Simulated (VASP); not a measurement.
## SiC20: single point with PBE+D3(BJ)

SiC20, a slab with vacuum:

```xyz
21
Lattice="4.9301 0.0000 0.0000 -1.2325 7.0737 0.0000 0.0000 0.0000 22.1294" Properties=species:S:1:pos:R:3 pbc="T T T"
C     1.2325    3.8429    4.0000
C     3.6975    3.8429    4.0000
C     1.2325    0.6282    5.0176
C     3.6975    0.6282    5.0176
C     1.2325    4.2724    5.3568
C     3.6975    4.2724    5.3568
C     0.0000    0.8429    5.6960
C     2.4650    0.8429    5.6960
C     0.0000    4.4872    6.0352
C     2.4650    4.4872    6.0352
C     0.0000    1.3046    7.0794
C     2.4650    1.3046    7.0794
C     0.0000    4.3506    7.4535
C     2.4650    4.3506    7.4535
C     1.2325    1.6546    7.7024
C     3.6975    1.6546    7.7024
C     1.2325    3.9063    8.0329
C     3.6975    3.9063    8.0329
C     1.2325    2.6753    8.7294
C     3.6975    2.6753    8.7294
Si    0.9244    4.4437   12.1294
```

```json
{"Program": "VASP 6.6.1", "Task": "single point", "Functional": "PBE", "Dispersion": "D3(BJ)", "Potentials or basis": "VASP PAW PBE potentials, release 64 (C, Si)", "Cutoff": "520 eV", "k mesh": "6 × 4 × 1", "Occupations": "gaussian, width 0.1 eV", "Spin": "no spin polarisation", "Dipole correction": "yes", "Further INCAR settings": "LREAL = Auto; ALGO = Normal; EDIFF = 1e-06; NBANDS = 58"}
```

- Largest force: 2.581 eV/Å
- Band gap on the k mesh: zero (bands 42 and 43 overlap by 0.06 eV)
- Dispersion energy per atom: -0.111 eV

Forces on the atoms (eV/Å):
```
C    0.004  0.369  1.467
C    0.003  0.362  1.466
C   -0.004  0.486  1.782
C   -0.005  0.454  1.802
C   -0.004  0.556 -2.521
C   -0.002  0.562 -2.518
C   -0.018 -0.771 -1.631
C    0.012 -0.767 -1.646
C    0.001 -0.629  0.777
C    0.004 -0.634  0.773
C    0.011  0.021 -0.003
C   -0.007  0.019  0.013
C    0.006  0.018 -0.030
C   -0.017  0.011 -0.026
C   -0.009 -0.168 -0.026
C    0.012 -0.066 -0.002
C   -0.005  0.228  0.023
C    0.011  0.051  0.034
C    0.024  0.031  0.429
C   -0.024  0.023  0.171
Si   0.008 -0.155 -0.336
```

Levels at points of the mesh, in eV from the Fermi level:
| k point | band 39 | band 40 | band 41 | band 42 | band 43 | band 44 | band 45 | band 46 |
| --- | --- | --- | --- | --- | --- | --- | --- | --- |
| (0.00, 0.00, 0.00) | -1.06 | -0.81 | -0.35 | -0.07 | 0.03 | 0.06 | 0.61 | 0.67 |
| (0.50, 0.00, 0.00) | -1.40 | -0.29 | -0.10 | -0.08 | 0.14 | 0.21 | 0.41 | 0.44 |
| (0.00, 0.50, 0.00) | -1.06 | -0.81 | -0.35 | -0.14 | -0.04 | 0.05 | 0.66 | 0.70 |
| (0.50, 0.50, 0.00) | -1.37 | -0.28 | -0.06 | -0.04 | 0.12 | 0.19 | 0.42 | 0.44 |

Run time: 14 min on 1 thread of Intel(R) Xeon(R) 6975P-C (Granite Rapids), on a shared host, peak memory 0.9 GiB.
